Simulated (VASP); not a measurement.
Input of a VASP 6.6.1 run:

The input INCAR:

```
SYSTEM = TiO2
  PREC = Accurate
  ENCUT = 520
  EDIFF = 1E-6
  ISMEAR = -1
  SIGMA = 0.02
  LREAL = .FALSE.
  LASPH = .TRUE.
  NELM = 100
  ALGO = Normal
  ISIF = 2
  LWAVE = .FALSE.
  LCHARG = .FALSE.
  GGA = PE
  NBANDS = 19
```

The input KPOINTS:

```
regular mesh
0
G
  10 10 10
  0 0 0
```

POSCAR

```
TiO2
1.0
    0.0000000000      2.3968295068      2.3968295068
    2.3968295068      0.0000000000      2.3968295068
    2.3968295068      2.3968295068      0.0000000000
Ti O
1 2
Direct
    0.0000000000      0.0000000000      0.0000000000
    0.7500000000      0.7500000000      0.7500000000
    0.2500000000      0.2500000000      0.2500000000
```

Potentials or basis: VASP PAW PBE potentials, release 64 (Ti_sv, O).

Launch:

```bash
$ cat potpaw_PBE.64/Ti_sv/POTCAR potpaw_PBE.64/O/POTCAR > POTCAR
$ mpirun -np 1 vasp_std > vasp.out
```

Predict the band gap on the k mesh.

1.13 eV (least direct gap 1.84 eV).

Predict the pressure.

6.8 GPa.

Caveat: the cell stands under pressure. A k mesh can miss the band edges.
